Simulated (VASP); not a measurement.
# Tc3Pb (Fm-3m) in VASP: notebook

Runs on Tc3Pb. Level: LDA. Tasks: single point.

Everything below comes from runs of VASP 6.6.1. Logs are shortened: lines on timing, memory, paths and dates and some standing lists are left out, and cuts for length are marked.

### Step 1. The cell of the first run

Symmetry: Fm-3m, No. 225, cubic system. The conventional cell has a = 6.270 Å, b = 6.270 Å, c = 6.270 Å, α = 90.00°, β = 90.00°, γ = 90.00°. Pb (site symmetry m-3m) has 14 Tc at 2.71 to 3.13 Å within 3.6 Å. Within 3.6 Å of Tc (site symmetry m-3m) lie 8 Tc at 2.71 Å and 6 Pb at 3.13 Å. Tc (site symmetry -43m) has 4 Pb at 2.71 Å and 10 Tc at 2.71 to 3.13 Å within 3.6 Å.

### Step 2. Single point, LDA

The input, INCAR:

```
SYSTEM = Tc3Pb
ALGO     = Normal         ! electronic algorithm
EDIFF    = 1E-6           ! SCF threshold, eV
ENCUT    = 520            ! plane-wave cutoff, eV
ISIF     = 2              ! what is computed and relaxed
ISMEAR   = 1              ! smearing method
LASPH    = .True.         ! aspherical terms in the spheres
LCHARG   = .True.         ! write CHGCAR
LELF     = .True.         ! ELF
LREAL    = .False.        ! projectors in reciprocal space
LVHAR    = .True.       
LWAVE    = .False.        ! write WAVECAR
NBANDS   = 34             ! bands
NELM     = 100            ! most SCF steps
PREC     = Accurate       ! precision mode
SIGMA    = 0.05           ! smearing width, eV
```

The input, KPOINTS:

```
k-points
0
Gamma
  6 6 6
  0 0 0
```

The input, POSCAR:

```
Tc3Pb
1.0
    0.0000000000      3.1349408330      3.1349408330
    3.1349408330      0.0000000000      3.1349408330
    3.1349408330      3.1349408330      0.0000000000
Pb Tc
1 3
Direct
    0.0000000000      0.0000000000      0.0000000000
    0.5000000000      0.5000000000      0.5000000000
    0.2500000000      0.2500000000      0.2500000000
    0.7500000000      0.7500000000      0.7500000000
```

Potentials or basis: VASP PAW LDA potentials, release 64 (Pb_d, Tc_pv).

Started as:

```bash
cat potpaw_LDA.64/Pb_d/POTCAR potpaw_LDA.64/Tc_pv/POTCAR > POTCAR
mpirun -np 1 vasp_std > vasp.out
```

OUTCAR:

```text
SYSTEM = Tc3Pb
   EDIFF = 1E-6
   ENCUT = 520
   ISIF = 2
   ISMEAR = 1
   LASPH = .True.
   LREAL = .False.
   NELM = 100
   PREC = Accurate

 ion  position               nearest neighbor table
   1  0.000  0.000  0.000-   4 2.71   4 2.71   4 2.71   3 2.71   4 2.71   3 2.71   3 2.71   3 2.71
                             2 3.13   2 3.13   2 3.13   2 3.13   2 3.13   2 3.13
   2  0.500  0.500  0.500-   3 2.71   3 2.71   3 2.71   3 2.71   4 2.71   4 2.71   4 2.71   4 2.71
                             1 3.13   1 3.13   1 3.13   1 3.13   1 3.13   1 3.13
   3  0.250  0.250  0.250-   1 2.71   1 2.71   1 2.71   1 2.71   2 2.71   2 2.71   2 2.71   2 2.71
                             4 3.13   4 3.13   4 3.13   4 3.13   4 3.13   4 3.13
   4  0.750  0.750  0.750-   2 2.71   2 2.71   2 2.71   1 2.71   2 2.71   1 2.71   1 2.71   1 2.71
                             3 3.13   3 3.13   3 3.13   3 3.13   3 3.13   3 3.13

  LATTYP: Found a face centered cubic cell.
 ALAT       =     6.2698816660

  Lattice vectors:

 A1 = (   0.0000000000,   3.1349408330,   3.1349408330)
 A2 = (   3.1349408330,   0.0000000000,   3.1349408330)
 A3 = (   3.1349408330,   3.1349408330,   0.0000000000)

Analysis of symmetry for initial positions (statically):
=====================================================================
 Subroutine PRICEL returns:
 Original cell was already a primitive cell.

 Routine SETGRP: Setting up the symmetry group for a
 face centered cubic supercell.

 Subroutine GETGRP returns: Found 48 space group operations
 (whereof 48 operations were pure point group operations)
 out of a pool of 48 trial point group operations.

The static configuration has the point symmetry O_h .

Analysis of symmetry for dynamics (positions and initial velocities):
=====================================================================
 Subroutine PRICEL returns:
 Original cell was already a primitive cell.

 Routine SETGRP: Setting up the symmetry group for a
 face centered cubic supercell.

 Subroutine GETGRP returns: Found 48 space group operations
 (whereof 48 operations were pure point group operations)
 out of a pool of 48 trial point group operations.

The dynamic configuration has the point symmetry O_h .

 Subroutine INISYM returns: Found 48 space group operations
 (whereof 48 operations are pure point group operations),
 and found     1 'primitive' translations

----------------------------------------------------------------------------------------

                                     Primitive cell

  volume of cell :      61.6195

  direct lattice vectors                    reciprocal lattice vectors
     0.000000000  3.134940833  3.134940833    -0.159492643  0.159492643  0.159492643
     3.134940833  0.000000000  3.134940833     0.159492643 -0.159492643  0.159492643
     3.134940833  3.134940833  0.000000000     0.159492643  0.159492643 -0.159492643

  length of vectors
     4.433475843  4.433475843  4.433475843     0.276249362  0.276249362  0.276249362

  position of ions in fractional coordinates (direct lattice)
     0.000000000  0.000000000  0.000000000
     0.500000000  0.500000000  0.500000000
     0.250000000  0.250000000  0.250000000
     0.750000000  0.750000000  0.750000000

  ion indices of the primitive-cell ions
   primitive index   ion index
                 1           1
                 2           2
                 3           3
                 4           4

----------------------------------------------------------------------------------------

 KPOINTS: k-points

Automatic generation of k-mesh.
 Grid dimensions read from file:
 generate k-points for:    6    6    6

 Generating k-lattice:

  Cartesian coordinates                     Fractional coordinates (reciprocal lattice)
    -0.026582107  0.026582107  0.026582107     0.166666667  0.000000000  0.000000000
     0.026582107 -0.026582107  0.026582107     0.000000000  0.166666667  0.000000000
     0.026582107  0.026582107 -0.026582107     0.000000000  0.000000000  0.166666667

  Length of vectors
     0.046041560  0.046041560  0.046041560

  Shift w.r.t. Gamma in fractional coordinates (k-lattice)
     0.000000000  0.000000000  0.000000000

 Subroutine IBZKPT returns following result:
 ===========================================

 Found     16 irreducible k-points:

 Following reciprocal coordinates:
            Coordinates               Weight
  0.000000  0.000000  0.000000      1.000000
  0.166667  0.000000  0.000000      8.000000
  0.333333  0.000000  0.000000      8.000000
  0.500000  0.000000  0.000000      4.000000
  0.166667  0.166667  0.000000      6.000000
  0.333333  0.166667  0.000000     24.000000
[... 8 lines left out ...]
 -0.333333  0.333333  0.166667     24.000000
 -0.333333  0.500000  0.166667     12.000000
   k-points           NKPTS =     16   k-points in BZ     NKDIM =     16   number of bands    NBANDS=     34
   number of dos      NEDOS =    301   number of ions     NIONS =      4
   total plane-waves  NPLWV =  46656
   dimension x,y,z NGX =    36 NGY =   36 NGZ =   36
   dimension x,y,z NGXF=    72 NGYF=   72 NGZF=   72
   ions per type =               1   3
   NGX,Y,Z   is equivalent  to a cutoff of  13.50, 13.50, 13.50 a.u.
   NGXF,Y,Z  is equivalent  to a cutoff of  27.00, 27.00, 27.00 a.u.
 SYSTEM =  Tc3Pb
   PREC   = accura    normal or accurate (medium, high low for compatibility)
   ISTART =      0    job   : 0-new  1-cont  2-samecut
   ICHARG =      2    charge: 1-file 2-atom 10-const
   ISPIN  =      1    spin polarized calculation?
   LNONCOLLINEAR =      F non collinear calculations
   LSORBIT =      F    spin-orbit coupling
   LASPH  =      T    aspherical Exc in radial PAW
   ENCUT  =  520.0 eV  38.22 Ry    6.18 a.u.   8.24  8.24  8.24*2*pi/ulx,y,z
   NELM   =    100;   NELMIN=  2; NELMDL= -5     # of ELM steps
   EDIFF  = 0.1E-05   stopping-criterion for ELM
   LREAL  =      F    real-space projection
[... 7 lines left out ...]
   TEBEG  =    0.0;   TEEND  =   0.0 temperature during run
   PSTRESS=    0.0 pullay stress
   NELECT =      53.0000    total number of electrons
   NUPDOWN=      -1.0000    fix difference up-down
   EMIN   =  10.00;   EMAX   =-10.00  energy-range for DOS
   EFERMI =   0.00;   METHOD = LEGACY
   ISMEAR =     1;   SIGMA  =   0.05  broadening in eV -4-tet -1-fermi 0-gaus
   EFERMI_NEDOS =   21; number of points for ismear=-14 and -15
   IALGO  =     38    algorithm
   IMIX   =      4    mixing-type and parameters
     AMIX     =   0.40;   BMIX     =  1.00
     AMIX_MAG =   1.60;   BMIX_MAG =  1.00
  volume/ion in A,a.u.               =      15.40       103.96
  Fermi-wavevector in a.u.,A,eV,Ry     =   1.556900  2.942115 32.979682  2.423938
  Thomas-Fermi vector in A             =   2.660629
   LORBIT       =      0    0 simple, 1 ext, 2 COOP (PROOUT), +10 PAW based schemes
   GGA     = CA    functional components
   LHFCALC =     F    Hartree Fock is set to
   AEXX    =    0.0000 exact exchange contribution
   IVDW    =     0    specifies the selected vdW correction
   LEPSILON=     F    determine dielectric tensor
   LRPA    =     F    only Hartree local field effects (RPA)
 non-spin polarized calculation
 Methfessel and Paxton  Order N= 1 SIGMA  =   0.05
  energy-cutoff  :      520.00
  volume of cell :       61.62
 maximum number of plane-waves:      1676
 NGX is ok and might be reduce to    36
   NGX = 17   NGY = 17   NGZ = 17

 number of electron      52.9999993 magnetization

 Free energy of the ion-electron system (eV)
  ---------------------------------------------------
  ext. energy  EPLUGINS =         0.00000000
  ---------------------------------------------------
  free energy    TOTEN  =       -36.95777759 eV

  energy without entropy =      -36.95679509  energy(sigma->0) =      -36.95745009

 E-fermi :  12.9529     XC(G=0): -13.7184

 val. band max:       12.9523104671   @ k =  -0.3333   0.1667   0.0000
 cond. band min:      13.0136935587   @ k =   0.3333   0.1667   0.0000
 fundamental gap:      0.0613830916
 Fermi energy:        12.9528701638

 k-point     1 :       0.0000    0.0000    0.0000
  band No.  band energies     occupation
      1     -26.2349      2.00000
      2     -26.2349      2.00000
      3     -26.2349      2.00000
      4     -25.6358      2.00000
      5     -25.6358      2.00000
      6     -25.6358      2.00000
[... 26 lines left out ...]
     33      18.3338      0.00000
     34      18.3338      0.00000

 k-point     2 :       0.1667    0.0000    0.0000
  band No.  band energies     occupation
      1     -26.2478      2.00000
      2     -26.2478      2.00000
      3     -26.2423      2.00000
      4     -25.6163      2.00000
      5     -25.6163      2.00000
      6     -25.5890      2.00000
[... 26 lines left out ...]
     33      18.6566      0.00000
     34      18.6566      0.00000

 k-point     3 :       0.3333    0.0000    0.0000
  band No.  band energies     occupation
      1     -26.2719      2.00000
      2     -26.2719      2.00000
      3     -26.2438      2.00000
      4     -25.5767      2.00000
      5     -25.5767      2.00000
      6     -25.5224      2.00000
[... 26 lines left out ...]
     33      19.1718      0.00000
     34      19.1718      0.00000

 k-point     4 :       0.5000    0.0000    0.0000
  band No.  band energies     occupation
      1     -26.2832      2.00000
      2     -26.2832      2.00000
      3     -26.2391      2.00000
      4     -25.5558      2.00000
      5     -25.5555      2.00000
      6     -25.5555      2.00000
[... 26 lines left out ...]
     33      19.3593      0.00000
     34      19.3593      0.00000

 k-point     5 :       0.1667    0.1667    0.0000
  band No.  band energies     occupation
      1     -26.2648      2.00000
      2     -26.2648      2.00000
      3     -26.2200      2.00000
      4     -25.6010      2.00000
      5     -25.6010      2.00000
      6     -25.5877      2.00000
[... 325 lines left out ...]
 k-point    14 :       0.5000    0.3333    0.1667
  band No.  band energies     occupation
      1     -26.3164      2.00000
      2     -26.2859      2.00000
      3     -26.2211      2.00000
      4     -25.6029      2.00000
      5     -25.5271      2.00000
      6     -25.5139      2.00000
[... 26 lines left out ...]
     33      16.0093      0.00000
     34      18.9700      0.00000

 k-point    15 :      -0.3333    0.3333    0.1667
  band No.  band energies     occupation
      1     -26.3300      2.00000
      2     -26.2577      2.00000
      3     -26.2491      2.00000
      4     -25.6358      2.00000
      5     -25.4995      2.00000
      6     -25.4908      2.00000
[... 26 lines left out ...]
     33      15.7428      0.00000
     34      19.4149      0.00000

 k-point    16 :      -0.3333    0.5000    0.1667
  band No.  band energies     occupation
      1     -26.3464      2.00000
      2     -26.2958      2.00000
      3     -26.2003      2.00000
      4     -25.6639      2.00000
      5     -25.4574      2.00000
      6     -25.4573      2.00000
[... 26 lines left out ...]
     33      14.9269      0.00000
     34      19.5716      0.00000

------------------------ aborting loop because EDIFF is reached ----------------------------------------

  FORCE on cell =-STRESS in cart. coord.  units (eV):
  Direction    XX          YY          ZZ          XY          YZ          ZX
  --------------------------------------------------------------------------------------
  -------------------------------------------------------------------------------------
  Total        1.6630801      1.6630801      1.6630801      0.0000000      0.0000000      0.0000000
  in kB       43.2419931     43.2419931     43.2419931      0.0000000      0.0000000      0.0000000
  external PRESSURE =      43.2419931 kB  Pullay stress =       0.0000000 kB

 VOLUME and BASIS-vectors are now :
 -----------------------------------------------------------------------------
  energy-cutoff  :      520.00
  volume of cell :       61.62
      direct lattice vectors                 reciprocal lattice vectors
     0.000000000  3.134940833  3.134940833    -0.159492643  0.159492643  0.159492643
     3.134940833  0.000000000  3.134940833     0.159492643 -0.159492643  0.159492643
     3.134940833  3.134940833  0.000000000     0.159492643  0.159492643 -0.159492643

 POSITION                                       TOTAL-FORCE (eV/Angst)
 -----------------------------------------------------------------------------------
      0.00000      0.00000      0.00000         0.000000      0.000000      0.000000
      3.13494      3.13494      3.13494         0.000000      0.000000      0.000000
      1.56747      1.56747      1.56747        -0.000000     -0.000000     -0.000000
      4.70241      4.70241      4.70241         0.000000      0.000000      0.000000
 -----------------------------------------------------------------------------------
    total drift:                                0.000000      0.000000      0.000000

  FREE ENERGIE OF THE ION-ELECTRON SYSTEM (eV)
  ---------------------------------------------------
  free  energy   TOTEN  =       -36.9577775921 eV

  energy  without entropy=      -36.9567950881  energy(sigma->0) =      -36.95745009
```

It took 26 s on 1 thread of Intel Xeon Platinum 8488C (Sapphire Rapids), shared host; peak memory 0.18 GiB.

Results:

```
Free energy            : -36.9578 eV
Pressure               : 4.3 GPa
Band gap on the k mesh : zero (an odd number of electrons rules out a gap without spin polarisation)
```

Levels at points of the mesh, in eV from the Fermi level:
| k point | band 22 | band 23 | band 24 | band 25 | band 26 | band 27 | band 28 | band 29 | band 30 | band 31 |
| --- | --- | --- | --- | --- | --- | --- | --- | --- | --- | --- |
| (0.00, 0.00, 0.00) | -2.64 | -2.64 | 0.74 | 0.74 | 0.98 | 0.98 | 0.98 | 1.35 | 1.48 | 1.48 |
| (0.50, 0.00, 0.00) | -1.89 | -1.89 | -1.00 | -1.00 | -0.62 | 0.56 | 0.56 | 0.74 | 0.74 | 1.29 |
| (0.50, 0.50, 0.00) | -2.53 | -2.53 | -1.49 | -0.58 | -0.58 | -0.21 | 0.10 | 0.51 | 1.37 | 1.76 |

Caveat: the cell stands under pressure; spin-orbit coupling is left out, which moves the levels of the heavy elements.

(Part 1 of 2 ends here.)
